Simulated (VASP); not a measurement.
# MgO (R-3m) in VASP: notebook

Runs on MgO. Level: LDA. Tasks: single point.

Program: VASP 6.6.1. These are calculated values, not measurements. Logs are shortened: lines on timing, memory, paths and dates and some standing lists are left out, and cuts for length are marked.

### Step 1. The cell of the first run

The structure is trigonal, space group R-3m (No. 166). Conventional cell: a = 3.452 Å, b = 3.452 Å, c = 37.257 Å, α = 90.00°, β = 90.00°, γ = 120.00°. Within 2.6 Å of Mg (site symmetry 3m) lie 4 O at 1.99 to 2.07 Å and 1 Mg at 2.07 Å. Within 2.6 Å of Mg (site symmetry 3m) lie 5 O at 1.99 to 2.07 Å. Mg (site symmetry 3m) has 5 O at 1.99 to 2.07 Å within 2.6 Å. Within 2.6 Å of O (site symmetry 3m) lie 4 Mg at 1.99 to 2.07 Å. Within 2.6 Å of O (site symmetry 3m) lie 5 Mg at 1.99 to 2.07 Å. O (site symmetry 3m) has 5 Mg at 1.99 to 2.07 Å within 2.6 Å.

### Step 2. Single point, LDA

INCAR

```
SYSTEM = MgO
  ALGO = Normal
  EDIFF = 1E-6
  ENCUT = 520
  GGA = CA
  ISIF = 2
  ISMEAR = 0
  ISYM = 0
  LASPH = .True.
  LCHARG = .False.
  LREAL = .False.
  LWAVE = .False.
  NBANDS = 36
  NELM = 60
  PREC = Accurate
  SIGMA = 0.05
```

KPOINTS

```
k-points
0
Gamma
  8 8 2
  0 0 0
```

POSCAR

```
MgO
1.0
   -3.4517839558      0.0000000000      0.0000000000
   -1.7258919779     -2.9893325941      0.0000000000
   -3.4517839558     -1.9928883961     12.4189476803
Mg O
6 6
Direct
    0.6111000000      0.6111000000      0.0833500000
    0.3888777778      0.3888777778      0.4166833333
    0.1666555556      0.1666555556      0.7500166667
   -0.2777888889     -0.2777888889      0.9166833333
    0.1666555556      0.1666555556      0.2500166667
   -0.0555666667     -0.0555666667      0.5833500000
    0.0555444444      0.0555444444      0.9166833333
    0.4999888889      0.4999888889      0.2500166667
    0.2777666667      0.2777666667      0.5833500000
    0.2777666667      0.2777666667      0.0833500000
    0.0555444444      0.0555444444      0.4166833333
   -0.1666777778     -0.1666777778      0.7500166667
```

Potentials or basis: VASP PAW LDA potentials, release 64 (Mg, O).

Started as:

```sh
cat potpaw_LDA.64/Mg/POTCAR potpaw_LDA.64/O/POTCAR > POTCAR
mpirun -np 1 vasp_std > vasp.out
```

OUTCAR:

```text
SYSTEM = MgO
   EDIFF = 1E-6
   ENCUT = 520
   GGA = CA
   ISIF = 2
   ISMEAR = 0
   ISYM = 0
   LASPH = .True.
   LREAL = .False.
   NELM = 60
   PREC = Accurate

 ion  position               nearest neighbor table
   1  0.611  0.611  0.083-  10 1.99  10 1.99  10 1.99   8 2.07   4 2.07   5 2.87   5 2.87   5 2.87

   2  0.389  0.389  0.417-  11 1.99  11 1.99  11 1.99   8 2.07   9 2.07   5 2.87   5 2.87   5 2.87
                             6 2.87   6 2.87   6 2.87
   3  0.167  0.167  0.750-  12 1.99  12 1.99  12 1.99   7 2.07   9 2.07   4 2.87   4 2.87   4 2.87
                             6 2.87   6 2.87   6 2.87
   4  0.722  0.722  0.917-   7 1.99   7 1.99   7 1.99  12 2.07   1 2.07   3 2.87   3 2.87   3 2.87

   5  0.167  0.167  0.250-   8 1.99   8 1.99   8 1.99  11 2.07  10 2.07   2 2.87   2 2.87   2 2.87
                             1 2.87   1 2.87   1 2.87
   6  0.944  0.944  0.583-   9 1.99   9 1.99   9 1.99  12 2.07  11 2.07   3 2.87   3 2.87   2 2.87
                             2 2.87   2 2.87   3 2.87
   7  0.056  0.056  0.917-   4 1.99   4 1.99   4 1.99   3 2.07
   8  0.500  0.500  0.250-   5 1.99   5 1.99   5 1.99   2 2.07   1 2.07
   9  0.278  0.278  0.583-   6 1.99   6 1.99   6 1.99   3 2.07   2 2.07
  10  0.278  0.278  0.083-   1 1.99   1 1.99   1 1.99   5 2.07
  11  0.056  0.056  0.417-   2 1.99   2 1.99   2 1.99   5 2.07   6 2.07
  12  0.833  0.833  0.750-   3 1.99   3 1.99   3 1.99   4 2.07   6 2.07

IMPORTANT INFORMATION: All symmetrisations will be switched off!
NOSYMM: (Re-)initialisation of all symmetry stuff for point group C_1.

----------------------------------------------------------------------------------------

                                     Primitive cell

  volume of cell :     128.1453

  direct lattice vectors                    reciprocal lattice vectors
    -3.451783956  0.000000000  0.000000000    -0.289705269  0.167261415 -0.053681414
    -1.725891978 -2.989332594  0.000000000     0.000000000 -0.334522830 -0.053681414
    -3.451783956 -1.992888396 12.418947680     0.000000000  0.000000000  0.080522120

  length of vectors
     3.451783956  3.451783956 13.042878445     0.338802624  0.338802624  0.080522120

  position of ions in fractional coordinates (direct lattice)
     0.611100000  0.611100000  0.083350000
     0.388877778  0.388877778  0.416683333
     0.166655556  0.166655556  0.750016667
     0.722211111  0.722211111  0.916683333
     0.166655556  0.166655556  0.250016667
     0.944433333  0.944433333  0.583350000
     0.055544444  0.055544444  0.916683333
     0.499988889  0.499988889  0.250016667
     0.277766667  0.277766667  0.583350000
     0.277766667  0.277766667  0.083350000
     0.055544444  0.055544444  0.416683333
     0.833322222  0.833322222  0.750016667

  ion indices of the primitive-cell ions
   primitive index   ion index
                 1           1
                 2           2
                 3           3
                 4           4
                 5           5
                 6           6
                 7           7
                 8           8
                 9           9
                10          10
                11          11
                12          12

----------------------------------------------------------------------------------------

 KPOINTS: k-points

Automatic generation of k-mesh.
 Grid dimensions read from file:
 generate k-points for:    8    8    2

 Generating k-lattice:

  Cartesian coordinates                     Fractional coordinates (reciprocal lattice)
    -0.036213159  0.020907677 -0.006710177     0.125000000 -0.000000000 -0.000000000
     0.000000000 -0.041815354 -0.006710177     0.000000000  0.125000000  0.000000000
     0.000000000  0.000000000  0.040261060     0.000000000  0.000000000  0.500000000

  Length of vectors
     0.042350328  0.042350328  0.040261060

  Shift w.r.t. Gamma in fractional coordinates (k-lattice)
     0.000000000  0.000000000  0.000000000

 -----------------------------------------------------------------------------
|                                                                             |
|           W    W    AA    RRRRR   N    N  II  N    N   GGGG   !!!           |
|           W    W   A  A   R    R  NN   N  II  NN   N  G    G  !!!           |
|           W    W  A    A  R    R  N N  N  II  N N  N  G       !!!           |
|           W WW W  AAAAAA  RRRRR   N  N N  II  N  N N  G  GGG   !            |
|           WW  WW  A    A  R   R   N   NN  II  N   NN  G    G                |
|           W    W  A    A  R    R  N    N  II  N    N   GGGG   !!!           |
|                                                                             |
|     Your reciprocal lattice and k-lattice belong to different lattice       |
|     classes:                                                                |
|                                                                             |
|        The reciprocal lattice is rhombohedral (trigonal),                   |
|        whereas your k-lattice is base-centered monoclinic.                  |
|                                                                             |
|     Results are often still useful ...                                      |
|                                                                             |
 -----------------------------------------------------------------------------

 WARNING: IBZKPT: internal override: KBLOWUP is changed to .FALSE.
      ... skipping the blow-up phase ...

 Subroutine IBZKPT returns following result:
 ===========================================

 Found     68 irreducible k-points:

 Following reciprocal coordinates:
            Coordinates               Weight
  0.000000  0.000000  0.000000      1.000000
  0.125000  0.000000  0.000000      2.000000
  0.250000  0.000000  0.000000      2.000000
  0.375000  0.000000  0.000000      2.000000
  0.500000  0.000000  0.000000      1.000000
  0.000000  0.125000  0.000000      2.000000
[... 16 lines left out ...]
  0.125000  0.375000  0.000000      2.000000
  0.250000  0.375000  0.000000      2.000000
 [... further k-points ...]
   k-points           NKPTS =     68   k-points in BZ     NKDIM =     68   number of bands    NBANDS=     36
   number of dos      NEDOS =    301   number of ions     NIONS =     12
   total plane-waves  NPLWV =  76832
   dimension x,y,z NGX =    28 NGY =   28 NGZ =   98
   dimension x,y,z NGXF=    56 NGYF=   56 NGZF=  196
   ions per type =               6   6
   NGX,Y,Z   is equivalent  to a cutoff of  13.49, 13.49, 12.49 a.u.
   NGXF,Y,Z  is equivalent  to a cutoff of  26.97, 26.97, 24.98 a.u.
 SYSTEM =  MgO
   PREC   = accura    normal or accurate (medium, high low for compatibility)
   ISTART =      0    job   : 0-new  1-cont  2-samecut
   ICHARG =      2    charge: 1-file 2-atom 10-const
   ISPIN  =      1    spin polarized calculation?
   LNONCOLLINEAR =      F non collinear calculations
   LSORBIT =      F    spin-orbit coupling
   LASPH  =      T    aspherical Exc in radial PAW
   ENCUT  =  520.0 eV  38.22 Ry    6.18 a.u.   6.42  6.42 24.25*2*pi/ulx,y,z
   NELM   =     60;   NELMIN=  2; NELMDL= -5     # of ELM steps
   EDIFF  = 0.1E-05   stopping-criterion for ELM
   LREAL  =      F    real-space projection
   EDIFFG = 0.1E-04   stopping-criterion for IOM
   NSW    =      0    number of steps for IOM
   IBRION =     -1    ionic relax: 0-MD 1-quasi-New 2-CG
   NFREE  =      0    steps in history (QN), initial steepest desc. (CG)
   ISIF   =      2    stress and relaxation
   ISYM   =      0    0-nonsym 1-usesym 2-fastsym
   POTIM  = 0.5000    time-step for ionic-motion
   TEBEG  =    0.0;   TEEND  =   0.0 temperature during run
   PSTRESS=    0.0 pullay stress
   NELECT =      48.0000    total number of electrons
   NUPDOWN=      -1.0000    fix difference up-down
   EMIN   =  10.00;   EMAX   =-10.00  energy-range for DOS
   EFERMI =   0.00;   METHOD = LEGACY
   ISMEAR =     0;   SIGMA  =   0.05  broadening in eV -4-tet -1-fermi 0-gaus
   EFERMI_NEDOS =   21; number of points for ismear=-14 and -15
   IALGO  =     38    algorithm
   IMIX   =      4    mixing-type and parameters
     AMIX     =   0.40;   BMIX     =  1.00
     AMIX_MAG =   1.60;   BMIX_MAG =  1.00
  volume/ion in A,a.u.               =      10.68        72.06
  Fermi-wavevector in a.u.,A,eV,Ry     =   1.180106  2.230077 18.948157  1.392650
  Thomas-Fermi vector in A             =   2.316405
   LORBIT       =      0    0 simple, 1 ext, 2 COOP (PROOUT), +10 PAW based schemes
   GGA     = CA    functional components
   LHFCALC =     F    Hartree Fock is set to
   AEXX    =    0.0000 exact exchange contribution
   IVDW    =     0    specifies the selected vdW correction
   LEPSILON=     F    determine dielectric tensor
   LRPA    =     F    only Hartree local field effects (RPA)
 non-spin polarized calculation
 Gauss-broadening in eV      SIGMA  =   0.05
  energy-cutoff  :      520.00
  volume of cell :      128.15
 maximum number of plane-waves:      3479
 NGX is ok and might be reduce to    28
   NGX = 13   NGY = 13   NGZ = 49

 number of electron      48.0000004 magnetization

 Free energy of the ion-electron system (eV)
  ---------------------------------------------------
  ext. energy  EPLUGINS =         0.00000000
  ---------------------------------------------------
  free energy    TOTEN  =       -76.37819520 eV

  energy without entropy =      -76.37819520  energy(sigma->0) =      -76.37819520

 E-fermi :   2.3488     XC(G=0): -10.7616

 val. band max:        2.1361184647   @ k =   0.0000   0.0000   0.0000
 cond. band min:       5.1525634992   @ k =   0.0000   0.0000   0.0000
 fundamental gap:      3.0164450345
 Fermi energy:         2.3488284510

 k-point     1 :       0.0000    0.0000    0.0000
  band No.  band energies     occupation
      1     -14.8037      2.00000
      2     -14.4579      2.00000
      3     -14.3547      2.00000
      4     -13.6452      2.00000
      5     -13.6131      2.00000
      6     -13.1922      2.00000
[... 28 lines left out ...]
     35      14.3928      0.00000
     36      14.5198      0.00000
[... 866 lines left out ...]
      6     -13.3089      2.00000
[... 28 lines left out ...]
     35      14.0875      0.00000
     36      14.1934      0.00000

 [... further k-points ...]
[... 5 lines left out ...]
  --------------------------------------------------------------------------------------
  -------------------------------------------------------------------------------------
  Total       -5.6781528     -5.6779552      8.9378260     -0.0001726     -0.0000070     -0.0000129
  in kB      -70.9929157    -70.9904460    111.7480197     -0.0021579     -0.0000873     -0.0001609
  external PRESSURE =     -10.0784474 kB  Pullay stress =       0.0000000 kB

 VOLUME and BASIS-vectors are now :
 -----------------------------------------------------------------------------
  energy-cutoff  :      520.00
  volume of cell :      128.15
      direct lattice vectors                 reciprocal lattice vectors
    -3.451783956  0.000000000  0.000000000    -0.289705269  0.167261415 -0.053681414
    -1.725891978 -2.989332594  0.000000000     0.000000000 -0.334522830 -0.053681414
    -3.451783956 -1.992888396 12.418947680     0.000000000  0.000000000  0.080522120

 POSITION                                       TOTAL-FORCE (eV/Angst)
 -----------------------------------------------------------------------------------
     -3.45178     -1.99289      1.03512        -0.000026     -0.000015      4.954282
     -3.45178     -1.99289      5.17477        -0.000029     -0.000017      0.000682
     -3.45178     -1.99289      9.31442        -0.000024     -0.000014     -0.033194
     -6.90357     -3.98578     11.38424        -0.000028     -0.000016     -4.954385
     -1.72589     -0.99644      3.10494        -0.000028     -0.000017      0.033088
     -6.90357     -3.98578      7.24459        -0.000031     -0.000018     -0.000786
     -3.45178     -1.99289     11.38424        -0.000071     -0.000040      0.001299
     -3.45178     -1.99289      3.10494        -0.000018     -0.000011     -0.015964
     -3.45178     -1.99289      7.24459         0.000096      0.000056     -0.002267
     -1.72589     -0.99644      1.03512         0.000088      0.000050     -0.001088
     -1.72589     -0.99644      5.17477        -0.000088     -0.000050      0.002430
     -6.90357     -3.98578      9.31442         0.000159      0.000092      0.015904
 -----------------------------------------------------------------------------------
    total drift:                                0.000361      0.000210      0.000684

  FREE ENERGIE OF THE ION-ELECTRON SYSTEM (eV)
  ---------------------------------------------------
  free  energy   TOTEN  =       -76.3781952010 eV

  energy  without entropy=      -76.3781952009  energy(sigma->0) =      -76.37819520
```

Wall time 3.7 min (1 thread of Intel Xeon 6975P-C (Granite Rapids), shared host); peak memory 0.36 GiB.

What came out:

```
Free energy            : -76.3782 eV
Pressure               : -1.0 GPa
Largest force          : 4.954 eV/Å
Band gap on the k mesh : 3.02 eV, direct
```

Forces on the atoms (eV/Å):
```
Mg   0.000  0.000  4.954
Mg   0.000  0.000  0.001
Mg   0.000  0.000 -0.033
Mg   0.000  0.000 -4.954
Mg   0.000  0.000  0.033
Mg   0.000  0.000 -0.001
O    0.000  0.000  0.001
O    0.000  0.000 -0.016
O    0.000  0.000 -0.002
O    0.000  0.000 -0.001
O    0.000  0.000  0.002
O    0.000  0.000  0.016
```

Levels at points of the mesh, in eV from the valence-band top:
```tsv
k point	band 22	band 23	band 24	band 25	band 26	band 27
(0.00, 0.00, 0.00)	-1.02	-1.02	0.00	3.02	4.69	5.01
(0.50, 0.00, 0.00)	-0.84	-0.73	-0.52	5.25	6.80	6.95
(0.00, 0.50, 0.00)	-0.84	-0.73	-0.52	5.25	6.80	6.95
(0.50, 0.50, 0.00)	-0.84	-0.73	-0.52	5.25	6.80	6.95
(0.00, 0.00, 0.50)	-1.08	-0.76	-0.39	3.42	3.86	5.97
(0.50, 0.00, 0.50)	-0.88	-0.70	-0.46	5.24	6.78	7.00
(0.00, 0.50, 0.50)	-0.88	-0.70	-0.46	5.24	6.78	7.00
(0.50, 0.50, 0.50)	-0.88	-0.70	-0.46	5.24	6.78	7.00
```

Caveat: forces of over 1 eV/Å act on the atoms, so gaps and moduli don't describe the material at rest.

[end of part 1 of 2]
